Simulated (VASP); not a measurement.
# TiSi16 (a cell with a defect): single point with PBEsol

The system is TiSi16 (a cell with a defect).

```xyz
17
Lattice="0.0000 5.4300 5.4300 5.4300 0.0000 5.4300 5.4300 5.4300 0.0000" Properties=species:S:1:pos:R:3 pbc="T T T"
Si    0.1731   -0.1723    0.1792
Si    1.4195    1.3715    1.4247
Si    2.6496    2.7809    0.0075
Si    4.0591    4.0111    1.4246
Si    2.8227    0.1384    2.8199
Si    4.2514    1.1766    4.2480
Si    5.2893    2.6053    2.8197
Si    6.6845    4.1734    4.1802
Si    0.0020    2.7802    2.6555
Si    1.4198    4.0108    4.0655
Si    2.6503    5.4288    2.6555
Si    3.8921    6.9686    3.8982
Si    2.8232    2.6046    5.2870
Si    4.1836    4.1730    6.6825
Si    5.2536    5.6041    5.2514
Si    6.6848    6.6743    6.6823
Ti    7.3185    8.9692    7.3154
```

```json
{"Program": "VASP 6.6.1", "Task": "single point", "Functional": "PBEsol", "Potentials or basis": "VASP PAW PBE potentials, release 64 (Si, Ti_sv)", "Cutoff": "520 eV", "k mesh": "2 × 2 × 2", "Occupations": "gaussian, width 0.05 eV", "Spin": "no spin polarisation"}
```

```json
{
  "Pressure": "3.4 GPa",
  "Largest force": "1.314 eV/Å",
  "Band gap on the k mesh": "zero (bands 38 and 39 overlap by 0.39 eV)"
}
```

Forces on the atoms (eV/Å):
```
Si   0.051 -0.052  0.045
Si   0.069 -0.054  0.069
Si   0.046 -0.047  0.006
Si   0.052 -0.069  0.069
Si   0.107 -0.004  0.110
Si   0.095 -0.093  0.100
Si   0.002 -0.108  0.111
Si   0.035 -0.033 -0.059
Si   0.011 -0.045  0.048
Si   0.071 -0.070  0.051
Si   0.045 -0.012  0.048
Si   0.053 -0.056  0.045
Si   0.109 -0.107  0.002
Si  -0.059 -0.032  0.039
Si   0.037 -0.035  0.038
Si   0.033  0.058  0.039
Ti  -0.758  0.758 -0.761
```

Stress tensor (GPa, compression positive):
```
 3.42  0.94 -0.95
 0.94  3.43  0.95
-0.95  0.95  3.40
```

Levels at points of the mesh, in eV from the Fermi level:
| k point | band 34 | band 35 | band 36 | band 37 | band 38 | band 39 | band 40 | band 41 | band 42 | band 43 |
| --- | --- | --- | --- | --- | --- | --- | --- | --- | --- | --- |
| (0.00, 0.00, 0.00) | -1.22 | -1.22 | -0.73 | -0.33 | -0.25 | -0.25 | -0.17 | -0.16 | -0.02 | 0.17 |
| (0.50, 0.00, 0.00) | -1.48 | -1.39 | -1.12 | -0.69 | -0.02 | 0.38 | 0.43 | 0.71 | 0.78 | 0.82 |
| (0.00, 0.50, 0.00) | -2.25 | -1.32 | -1.32 | -0.25 | -0.25 | 0.06 | 0.53 | 0.74 | 0.75 | 1.14 |
| (0.00, 0.00, 0.50) | -1.48 | -1.39 | -1.12 | -0.69 | -0.02 | 0.38 | 0.44 | 0.71 | 0.77 | 0.83 |
| (0.50, 0.50, 0.50) | -1.48 | -1.39 | -1.12 | -0.69 | -0.03 | 0.38 | 0.44 | 0.71 | 0.77 | 0.83 |
| (0.50, 0.50, 0.00) | -2.07 | -1.76 | -1.65 | -0.23 | 0.13 | 0.22 | 0.32 | 0.86 | 0.97 | 1.45 |
| (0.00, 0.50, 0.50) | -2.07 | -1.76 | -1.65 | -0.23 | 0.14 | 0.22 | 0.32 | 0.86 | 0.97 | 1.45 |
| (0.50, 0.00, 0.50) | -2.07 | -1.76 | -1.65 | -0.23 | 0.14 | 0.22 | 0.31 | 0.86 | 0.97 | 1.45 |

Run time: 3.5 min on 1 thread of AMD EPYC 9R45 (Zen 5), on a shared host, peak memory 0.46 GiB.

Caveat: the k points lie up to 0.50 Å⁻¹ apart; the PAW data sets were made with another functional, which shifts forces and pressure a little.
